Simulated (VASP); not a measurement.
# MgO (P-6m2) in VASP: further runs, part 2 of 2

VASP 6.6.1.

### Step 3. Single point, PBE

This run uses another cell than the first one: it holds 4 atoms, not 2.

INCAR reads:

```
SYSTEM = MgO
ALGO = Normal
EDIFF = 1E-6
ENCUT = 520
GGA = PE
ISIF = 2
ISMEAR = 0
LASPH = .True.
LCHARG = .False.
LREAL = .False.
LWAVE = .False.
NBANDS = 16
NELM = 100
PREC = Accurate
SIGMA = 0.05
```

KPOINTS reads:

```
k-points
0
Gamma
  12 12 4
  0 0 0
```

POSCAR reads:

```
MgO
1.0
    2.9377244759      0.0000000000      0.0000000000
   -1.4688622380      2.5441440255      0.0000000000
    0.0000000000      0.0000000000      5.3595746837
Mg O
2 2
Direct
    0.0000000000      0.0000000000      0.0000000000
    0.0000000000      0.0000000000      0.5000000000
    0.3333333333      0.6666666667      0.2500000000
    0.3333333333      0.6666666667      0.7500000000
```

Potentials or basis: VASP PAW PBE potentials, release 64 (Mg, O).

The run is started by

```sh
$ cat potpaw_PBE.64/Mg/POTCAR potpaw_PBE.64/O/POTCAR > POTCAR
$ mpirun -np 1 vasp_std > vasp.out
```

OUTCAR:

```text
SYSTEM = MgO
   EDIFF = 1E-6
   ENCUT = 520
   GGA = PE
   ISIF = 2
   ISMEAR = 0
   LASPH = .True.
   LREAL = .False.
   NELM = 100
   PREC = Accurate

 ion  position               nearest neighbor table
   1  0.000  0.000  0.000-   3 2.16   4 2.16   3 2.16   4 2.16   3 2.16   4 2.16   2 2.68   2 2.68

   2  0.000  0.000  0.500-   3 2.16   4 2.16   3 2.16   4 2.16   3 2.16   4 2.16   1 2.68   1 2.68

   3  0.333  0.667  0.250-   1 2.16   2 2.16   1 2.16   2 2.16   1 2.16   2 2.16
   4  0.333  0.667  0.750-   1 2.16   2 2.16   1 2.16   2 2.16   1 2.16   2 2.16

  LATTYP: Found a hexagonal cell.
 ALAT       =     2.9377244759
 C/A-ratio  =     1.8243966470

  Lattice vectors:

 A1 = (   2.9377244759,   0.0000000000,   0.0000000000)
 A2 = (  -1.4688622380,   2.5441440255,   0.0000000000)
 A3 = (   0.0000000000,   0.0000000000,   5.3595746837)

Analysis of symmetry for initial positions (statically):
=====================================================================
 Subroutine PRICEL returns following result:

  LATTYP: Found a hexagonal cell.
 ALAT       =     2.9377244759
 C/A-ratio  =     0.9121983235

  Lattice vectors:

 A1 = (   2.9377244759,   0.0000000000,   0.0000000000)
 A2 = (  -1.4688622380,   2.5441440255,   0.0000000000)
 A3 = (   0.0000000000,   0.0000000000,   2.6797873419)

   2 primitive cells build up your supercell.

 Routine SETGRP: Setting up the symmetry group for a
 hexagonal supercell.

 Subroutine GETGRP returns: Found 12 space group operations
 (whereof 12 operations were pure point group operations)
 out of a pool of 24 trial point group operations.

The static configuration has the point symmetry D_3h.

Analysis of symmetry for dynamics (positions and initial velocities):
=====================================================================
[... 139 lines left out ...]
   IMIX   =      4    mixing-type and parameters
     AMIX     =   0.40;   BMIX     =  1.00
     AMIX_MAG =   1.60;   BMIX_MAG =  1.00
  volume/ion in A,a.u.               =      10.01        67.58
  Fermi-wavevector in a.u.,A,eV,Ry     =   1.205648  2.278344 19.777247  1.453587
  Thomas-Fermi vector in A             =   2.341338
   LORBIT       =      0    0 simple, 1 ext, 2 COOP (PROOUT), +10 PAW based schemes
   GGA     = PE    functional components
   LHFCALC =     F    Hartree Fock is set to
   AEXX    =    0.0000 exact exchange contribution
   IVDW    =     0    specifies the selected vdW correction
   LEPSILON=     F    determine dielectric tensor
   LRPA    =     F    only Hartree local field effects (RPA)
 non-spin polarized calculation
 Gauss-broadening in eV      SIGMA  =   0.05
  energy-cutoff  :      520.00
  volume of cell :       40.06
 maximum number of plane-waves:      1112
 NGX is ok and might be reduce to    24

 number of electron      15.9999992 magnetization

 Free energy of the ion-electron system (eV)
  ---------------------------------------------------
  ext. energy  EPLUGINS =         0.00000000
  ---------------------------------------------------
  free energy    TOTEN  =       -22.46078794 eV

  energy without entropy =      -22.46078793  energy(sigma->0) =      -22.46078793

 E-fermi :   3.5096     XC(G=0): -10.7344

 val. band max:        3.3050309653   @ k =   0.3333   0.3333   0.0000
 cond. band min:       6.3049391392   @ k =   0.0000   0.0000   0.0000
 fundamental gap:      2.9999081739
 Fermi energy:         3.5095734670

 k-point     1 :       0.0000    0.0000    0.0000
  band No.  band energies     occupation
      1     -14.1280      2.00000
      2     -13.0570      2.00000
      3      -2.0420      2.00000
      4       2.7039      2.00000
      5       2.7039      2.00000
      6       2.9030      2.00000
[... 433 lines left out ...]
      3      -0.5913      2.00000
      4      -0.4509      2.00000
      5       0.4740      2.00000
      6       2.2251      2.00000
[... 8 lines left out ...]
     15      18.8747      0.00000
     16      19.2271      0.00000

 [... further k-points ...]

------------------------ aborting loop because EDIFF is reached ----------------------------------------

  FORCE on cell =-STRESS in cart. coord.  units (eV):
  Direction    XX          YY          ZZ          XY          YZ          ZX
  --------------------------------------------------------------------------------------
  -------------------------------------------------------------------------------------
  Total       -0.1537772     -0.1537772     -0.1873472      0.0000000     -0.0000000      0.0000000
  in kB       -6.1506265     -6.1506265     -7.4933255      0.0000000     -0.0000000      0.0000000
  external PRESSURE =      -6.5981928 kB  Pullay stress =       0.0000000 kB

 VOLUME and BASIS-vectors are now :
 -----------------------------------------------------------------------------
  energy-cutoff  :      520.00
  volume of cell :       40.06
      direct lattice vectors                 reciprocal lattice vectors
     2.937724476  0.000000000  0.000000000     0.340399519  0.196529754  0.000000000
    -1.468862238  2.544144026  0.000000000     0.000000000  0.393059508  0.000000000
     0.000000000  0.000000000  5.359574684     0.000000000  0.000000000  0.186581969

 POSITION                                       TOTAL-FORCE (eV/Angst)
 -----------------------------------------------------------------------------------
      0.00000      0.00000      0.00000        -0.000000     -0.000000      0.000000
      0.00000      0.00000      2.67979        -0.000000     -0.000000      0.000000
     -0.00000      1.69610      1.33989         0.000000      0.000000     -0.000000
     -0.00000      1.69610      4.01968         0.000000      0.000000     -0.000000
 -----------------------------------------------------------------------------------
    total drift:                                0.000000     -0.000000     -0.000000

  FREE ENERGIE OF THE ION-ELECTRON SYSTEM (eV)
  ---------------------------------------------------
  free  energy   TOTEN  =       -22.4607879350 eV

  energy  without entropy=      -22.4607879350  energy(sigma->0) =      -22.46078793
```

OSZICAR:

```text
N       E                     dE             d eps       ncg     rms          rms(c)
DAV:   1     0.558386702996E+02    0.55839E+02   -0.78921E+03  1888   0.896E+02
DAV:   2    -0.227958430461E+02   -0.78635E+02   -0.72845E+02  2448   0.194E+02
DAV:   3    -0.259593977203E+02   -0.31636E+01   -0.31576E+01  2232   0.397E+01
DAV:   4    -0.259703554548E+02   -0.10958E-01   -0.10957E-01  2312   0.272E+00
DAV:   5    -0.259704039615E+02   -0.48507E-04   -0.48505E-04  2240   0.176E-01    0.104E+01
DAV:   6    -0.225527552930E+02    0.34176E+01   -0.80627E+00  1944   0.231E+01    0.334E+00
DAV:   7    -0.224981870695E+02    0.54568E-01   -0.18906E-01  1992   0.348E+00    0.204E+00
DAV:   8    -0.224636400110E+02    0.34547E-01   -0.94913E-02  1992   0.322E+00    0.547E-01
DAV:   9    -0.224608692172E+02    0.27708E-02   -0.27275E-03  2360   0.493E-01    0.239E-01
DAV:  10    -0.224607768789E+02    0.92338E-04   -0.18556E-03  1976   0.330E-01    0.265E-02
DAV:  11    -0.224607869450E+02   -0.10066E-04   -0.13325E-05  2264   0.353E-02    0.104E-02
DAV:  12    -0.224607879350E+02   -0.98999E-06   -0.34378E-06  1928   0.166E-02
   1 F= -.22460788E+02 E0= -.22460788E+02  d E =-.901295E-11
```

stdout:

```text
POSCAR found type information on POSCAR MgO
 POSCAR found :  2 types and       4 ions
 scaLAPACK will be used
 LDA part: xc-table for (Slater+PW92), standard interpolation
 POSCAR, INCAR and KPOINTS ok, starting setup
 FFT: planning ... GRIDC
 FFT: planning ... GRID_SOFT
 FFT: planning ... GRID
 WAVECAR not read
 entering main loop
```

Run time: 21 s. Hardware: 1 thread of Intel Xeon Platinum 8488C (Sapphire Rapids), shared host; peak memory 0.17 GiB.

What came out:

- Free energy: -22.4608 eV
- Pressure: -0.7 GPa
- Band gap on the k mesh: 3.00 eV

Stress tensor (GPa, compression positive):
```
-0.62  0.00  0.00
 0.00 -0.62  0.00
 0.00  0.00 -0.75
```

A k mesh can miss the band edges. PBE gaps usually lie below the measured ones, often by a third to a half.

### Step 4. Relaxation of cell and atoms, PBE

INCAR reads:

```
SYSTEM = MgO
PREC = Accurate ; ENCUT = 600
EDIFF = 1E-6 ; ISMEAR = 0
SIGMA = 0.02 ; LREAL = .False.
LASPH = .True. ; NELM = 60
ALGO = Normal ; ISIF = 3
LWAVE = .False. ; LCHARG = .False.
GGA = PE ; IBRION = 2
NSW = 100 ; EDIFFG = -0.005
```

KPOINTS reads:

```
Automatic mesh
0
Gamma
  12 12 8
  0 0 0
```

POSCAR reads:

```
MgO
1.0
    2.9380209034      0.0000000000      0.0000000000
   -1.4690104517      2.5444007392      0.0000000000
    0.0000000000      0.0000000000      2.6796800000
Mg O
1 1
Direct
    0.0000000000      0.0000000000      0.0000000000
    0.3333333300      0.6666666700      0.5000000000
```

The run is started by

```sh
$ cat potpaw_PBE.64/Mg/POTCAR potpaw_PBE.64/O/POTCAR > POTCAR
$ mpirun -np 1 vasp_std > vasp.out
```

It took 22 s on 1 thread of Intel Xeon Platinum 8488C (Sapphire Rapids), shared host; peak memory 0.15 GiB.

It converged, with:

- Free energy: -11.2335 eV
- Relaxed volume: 9.95 Å³/atom
- Relaxed cell: a = 2.932 Å, b = 2.932 Å, c = 2.675 Å, α = 90.00°, β = 90.00°, γ = 120.00°
- Space group after relaxing (to 0.05 Å): P-6m2 (No. 187)
- Energy gained by relaxing: 0.2 meV/atom
- Ionic steps: 6
- Pressure after relaxing: 0.0 GPa
- Band gap on the k mesh: 3.05 eV, indirect (least direct gap 3.45 eV)

Step by step:
```csv
step,energy change (eV),largest force (eV/Å),pressure (GPa),volume (Å³)
1,0.0000,0.0000,-0.86,20.03
2,-0.0003,0.0000,0.22,19.88
3,-0.0003,0.0000,0.02,19.91
4,-0.0003,0.0000,-0.02,19.91
5,-0.0003,0.0000,-0.02,19.91
6,-0.0003,0.0000,-0.01,19.91
```

Final structure:
```yaml
crystal:
  lattice:
    - [2.93163, 0.00000, 0.00000]
    - [-1.46581, 2.53886, 0.00000]
    - [0.00000, 0.00000, 2.67461]
  atoms:
    - { symbol: Mg, position: [0.00000, 0.00000, 0.00000] }
    - { symbol: O, position: [0.33333, 0.66667, 0.50000] }
```

Levels at points of the mesh, in eV from the valence-band top:
```tsv
k point	band 1	band 2	band 3	band 4	band 5	band 6	band 7	band 8
(0.00, 0.00, 0.00)	-17.46	-0.60	-0.60	-0.40	3.05	11.89	15.63	15.63
(0.50, 0.00, 0.00)	-16.42	-4.90	-1.32	-0.05	6.63	10.60	13.13	17.89
(0.00, 0.00, 0.50)	-16.38	-5.37	-0.09	-0.09	8.34	9.06	17.60	17.60
(0.50, 0.00, 0.50)	-15.65	-3.73	-3.37	-0.83	5.84	11.46	14.05	14.93
```

A k mesh can miss the band edges. As with any semilocal functional, this PBE gap is likely too small.

### Step 5. Single point, PBE

INCAR reads:

```
  ALGO = Normal
  EDIFF = 1E-6
  ENCUT = 600
  GGA = PE
  GGA_COMPAT = False
  ISIF = 2
  ISMEAR = 0
  LASPH = True
  LCHARG = False
  LREAL = False
  LWAVE = False
  NBANDS = 11
  NELM = 120
  PREC = Accurate
  SIGMA = 0.1
```

KPOINTS reads:

```
k-points
0
Gamma
  9 9 6
```

POSCAR is that of step 4.

The run is started by

```sh
$ cat potpaw_PBE.64/Mg/POTCAR potpaw_PBE.64/O/POTCAR > POTCAR
$ mpirun -np 1 vasp_std > vasp.out
```

It took 7.3 s on 1 thread of Intel Xeon 6975P-C, shared host; peak memory 0.15 GiB.

It converged, with:

```
Free energy            : -11.2324 eV
Pressure               : -0.9 GPa
Band gap on the k mesh : 3.00 eV, indirect (least direct gap 3.40 eV)
```

Levels at points of the mesh, in eV from the valence-band top:
| k point | band 1 | band 2 | band 3 | band 4 | band 5 | band 6 | band 7 | band 8 | band 9 |
| --- | --- | --- | --- | --- | --- | --- | --- | --- | --- |
| (0.00, 0.00, 0.00) | -17.43 | -0.60 | -0.60 | -0.40 | 3.00 | 11.87 | 15.56 | 15.56 | 19.83 |
| (0.00, 0.00, 0.50) | -16.36 | -5.35 | -0.10 | -0.10 | 8.28 | 9.00 | 17.55 | 17.55 | 18.50 |

A k mesh can miss the band edges. Expect the measured gap to be larger: semilocal functionals such as PBE lack the derivative discontinuity.

### Step 6. Summary

| task | cell | k mesh | cutoff (eV) | smearing | gap on the mesh (eV) | pressure (GPa) |
| --- | --- | --- | --- | --- | --- | --- |
| single point | a = 2.938, b = 2.938, c = 2.680 Å, angles 90.0, 90.0, 120.0°, 2 atoms | 12 × 12 × 8 | 520 | gaussian 0.05 eV | 3.00 | -0.6 |
| single point | a = 2.938, b = 2.938, c = 5.360 Å, angles 90.0, 90.0, 120.0°, 4 atoms | 12 × 12 × 4 | 520 | gaussian 0.05 eV | 3.00 | -0.7 |
| relaxation of cell and atoms | relaxed from a = 2.938, b = 2.938, c = 2.680 Å, angles 90.0, 90.0, 120.0°, 2 atoms | 12 × 12 × 8 | 600 | gaussian 0.02 eV | 3.05 | 0.0 |
| single point | a = 2.938, b = 2.938, c = 2.680 Å, angles 90.0, 90.0, 120.0°, 2 atoms | 9 × 9 × 6 | 600 | gaussian 0.1 eV | 3.00 | -0.9 |

Alike in all rows: level PBE; potentials or basis VASP PAW PBE potentials, release 64 (Mg, O); no spin polarisation.

Absolute energies hang on the potentials; compare differences alone.
